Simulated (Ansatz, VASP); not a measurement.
Si: VASP beside Ansatz

The input INCAR:

```
SYSTEM = Si
PREC = Accurate
ENCUT = 520
EDIFF = 1E-7
ISMEAR = 0
SIGMA = 0.15
LREAL = .False.
LASPH = .True.
NELM = 80
ALGO = Fast
ISIF = 2
LWAVE = .False.
LCHARG = .False.
GGA = CA
NBANDS = 16
```

Contents of KPOINTS:

```
Automatic mesh
0
Gamma
  14 14 14
  0 0 0
```

The input POSCAR:

```
Si
1.0
    0.0000000000      2.6473542551      4.5885893296
    2.4320087322      0.0000000000      4.5885893296
    2.4320087322      2.6473542551      0.0000000000
Si
4
Direct
    0.7074029475      0.2925970525      0.7306629555
    0.2702830718      0.7297169282      0.2702830718
    0.7744251954      0.7744251954      0.2255748046
    0.2255748046      0.2255748046      0.7744251954
```

Input for Ansatz:

```yaml
crystal:
  lattice:
    - [0.0, 2.6473542551, 4.5885893296]
    - [2.4320087322, 0.0, 4.5885893296]
    - [2.4320087322, 2.6473542551, 0.0]
  atoms:
    - { symbol: Si, position: [0.7074029475, 0.2925970525, 0.7306629555] }
    - { symbol: Si, position: [0.2702830718, 0.7297169282, 0.2702830718] }
    - { symbol: Si, position: [0.7744251954, 0.7744251954, 0.2255748046] }
    - { symbol: Si, position: [0.2255748046, 0.2255748046, 0.7744251954] }
basis:
  ecutwfc: 420
kpoints:
  mp_grid: { grid: [14, 14, 14] }
hamiltonian:
  xc: lda
scf:
  occupations: { method: gaussian, width: 0.15 }
output:
  forces: true
  stress: true
  eigenvalues: true
```

Alike in both runs: task single point; functional LDA; k mesh 14 × 14 × 14; occupations gaussian, width 0.15 eV; no spin polarisation.

|  | VASP | Ansatz |
| --- | --- | --- |
| version | VASP 6.6.1 | Ansatz 0.2.0 |
| potentials or method | VASP PAW LDA potentials, release 64 (Si), cutoff 520 eV | scalar-relativistic, plane waves, PAW |
| valence electrons in the cell | 16 | 16 |

```tsv
	VASP	Ansatz	Ansatz less VASP
gap on the k mesh at the Fermi level (eV)	none	none	-
pressure (GPa)	0.3	0.2	-0.08
traceless stress, the component that is largest in VASP (GPa)	-0.90	-0.88	+0.012
rms of the force components (eV/Å)	0.199	0.199	-0.0001
```

LDA's correlation is that of Perdew and Zunger in VASP and of Perdew and Wang (1992) in Ansatz. Atom by atom the forces differ by 0.001 eV/Å (rms over components). A gap of «none» marks a metal or a gap that the smearing closes.
